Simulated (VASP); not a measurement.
Wanted: the native input for a VASP 6.6.1 run.

```
Task                   : single point
Functional             : PBEsol
Potentials or basis    : VASP PAW PBE potentials, release 64 (Mg, O)
Cutoff                 : 520 eV
k mesh                 : 9 × 9 × 6
Occupations            : gaussian, width 0.05 eV
Spin                   : no spin polarisation
Dipole correction      : no
Further INCAR settings : ALGO = Normal; EDIFF = 1e-06; NBANDS = 16
```

The structure of MgO lies in POSCAR:

```
MgO
1.0
    3.2817469438      0.0000000000      0.0000000000
   -1.6408734719      2.8420762221      0.0000000000
    0.0000000000      0.0000000000      5.0860514134
Mg O
2 2
Direct
    0.3333333333      0.6666666667     -0.0199501180
    0.6666666667      0.3333333333      0.4800498820
    0.3333333333      0.6666666667      0.4009416620
    0.6666666667      0.3333333333      0.9009416620
```

This cell differs from its parent crystal: c/a of the conventional cell at fixed volume 1.5498.

These files were run (other wordings do the same):

INCAR

```
SYSTEM = MgO
ALGO = Normal
EDIFF = 1E-6
ENCUT = 520
GGA = PS
ISIF = 2
ISMEAR = 0
LASPH = .TRUE.
LCHARG = .TRUE.
LELF = .TRUE.
LREAL = .FALSE.
LVHAR = .TRUE.
LWAVE = .FALSE.
NBANDS = 16
NELM = 80
PREC = Accurate
SIGMA = 0.05
```

KPOINTS

```
k-points
0
G
  9 9 6
  0 0 0
```

Potentials or basis: VASP PAW PBE potentials, release 64 (Mg, O).

Launch:

```bash
$ cat potpaw_PBE.64/Mg/POTCAR potpaw_PBE.64/O/POTCAR > POTCAR
$ mpirun -np 1 vasp_std > vasp.out
```

It gave:

```
Pressure               : 0.6 GPa
Largest force          : 0.635 eV/Å
Band gap on the k mesh : 3.20 eV, direct
```

Caveat: the PAW data sets were made with another functional, which shifts forces and pressure a little.

It took 11 s on 1 thread of Intel(R) Xeon(R) 6975P-C (Granite Rapids) (shared host), peak memory 0.17 GiB.
